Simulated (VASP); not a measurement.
**Cu: single point with PBE**

Crystal: Cu.

```
Cu
1.0
     2.40675    0.00000    0.00000
     0.00000    2.40675    0.00000
     0.00000    0.00000    2.40675
Cu
1
Direct
  0.00000 0.00000 0.00000
```

```
Program                : VASP 6.6.1
Task                   : single point
Functional             : PBE
Potentials or basis    : VASP PAW PBE potentials, release 64 (Cu)
Cutoff                 : 520 eV
k mesh                 : 7 × 7 × 7
Occupations            : fermi-dirac, width 0.1 eV
Spin                   : no spin polarisation
Dipole correction      : no
Further INCAR settings : ALGO = Normal; EDIFF = 1e-07; NBANDS = 12
```

The pressure is 0.2 GPa.

Levels at points of the mesh, in eV from the Fermi level:
| k point | band 3 | band 4 | band 5 | band 6 | band 7 | band 8 | band 9 | band 10 |
| --- | --- | --- | --- | --- | --- | --- | --- | --- |
| (0.00, 0.00, 0.00) | -3.79 | -1.32 | -1.32 | -1.32 | 17.51 | 17.51 | 17.51 | 20.91 |

Wall time 3.1 s on 1 thread of Intel(R) Xeon(R) Platinum 8488C (Sapphire Rapids), with other jobs on the host, peak memory 0.11 GiB.

Caveat: the k points lie up to 0.37 Å⁻¹ apart.
